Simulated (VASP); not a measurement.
# Ti: relaxation of cell and atoms with PBE

The system is Ti.

```
CELL_PARAMETERS angstrom
2.89674 0.00000 0.00000
-1.44837 2.50865 0.00000
0.00000 0.00000 4.57596
ATOMIC_POSITIONS crystal
Ti 0.33333 0.66667 0.25000
Ti 0.66667 0.33333 0.75000
```

```
Program                : VASP 6.6.1
Task                   : relaxation of cell and atoms
Functional             : PBE
Potentials or basis    : VASP PAW PBE potentials, release 64 (Ti_sv)
Cutoff                 : 600 eV
k mesh                 : 18 × 18 × 10
Occupations            : gaussian, width 0.1 eV
Spin                   : no spin polarisation
Dipole correction      : no
Further INCAR settings : ALGO = Fast; EDIFF = 1e-06; IBRION = 2; EDIFFG = -0.01; NSW = 80; ISIF = 3
```

| Property | Result |
| --- | --- |
| Relaxed volume | 17.35 Å³/atom |
| Relaxed cell | a = 2.937 Å, b = 2.937 Å, c = 4.645 Å, α = 90.00°, β = 90.00°, γ = 120.00° |
| Space group after relaxing (to 0.1 Å) | P6_3/mmc (No. 194) |
| Energy gained by relaxing | 11.2 meV/atom |
| Ionic steps | 6 |
| Pressure after relaxing | 0.0 GPa |
| Band gap on the k mesh | zero (bands 12 and 13 overlap by 1.10 eV) |

Step by step:
| step | energy change (eV) | largest force (eV/Å) | pressure (GPa) | volume (Å³) |
| --- | --- | --- | --- | --- |
| 1 | 0.0000 | 0.0000 | 4.78 | 33.25 |
| 2 | -0.0127 | 0.0000 | -2.96 | 35.70 |
| 3 | -0.0223 | 0.0000 | -0.20 | 34.73 |
| 4 | -0.0223 | 0.0000 | 0.09 | 34.67 |
| 5 | -0.0223 | 0.0000 | 0.06 | 34.70 |
| 6 | -0.0223 | 0.0000 | 0.00 | 34.70 |

Final structure:
```yaml
crystal:
  lattice:
    - [2.93675, 0.00000, 0.00000]
    - [-1.46838, 2.54330, 0.00000]
    - [0.00000, 0.00000, 4.64531]
  atoms:
    - { symbol: Ti, position: [0.33333, 0.66667, 0.25000] }
    - { symbol: Ti, position: [0.66667, 0.33333, 0.75000] }
```

Levels at points of the mesh, in eV from the Fermi level:
| k point | band 10 | band 11 | band 12 | band 13 | band 14 | band 15 |
| --- | --- | --- | --- | --- | --- | --- |
| (0.00, 0.00, 0.00) | -2.70 | 0.76 | 0.76 | 0.77 | 0.88 | 1.26 |
| (0.50, 0.00, 0.00) | -2.17 | -1.86 | -0.64 | 0.46 | 0.62 | 1.17 |
| (0.00, 0.00, 0.50) | -4.36 | 0.08 | 0.08 | 0.67 | 0.67 | 0.67 |
| (0.50, 0.00, 0.50) | -2.56 | -0.82 | -0.82 | 1.32 | 1.32 | 1.72 |

Run time: 35 min on 1 thread of Intel Xeon 8259CL, on a shared host, peak memory 0.28 GiB.
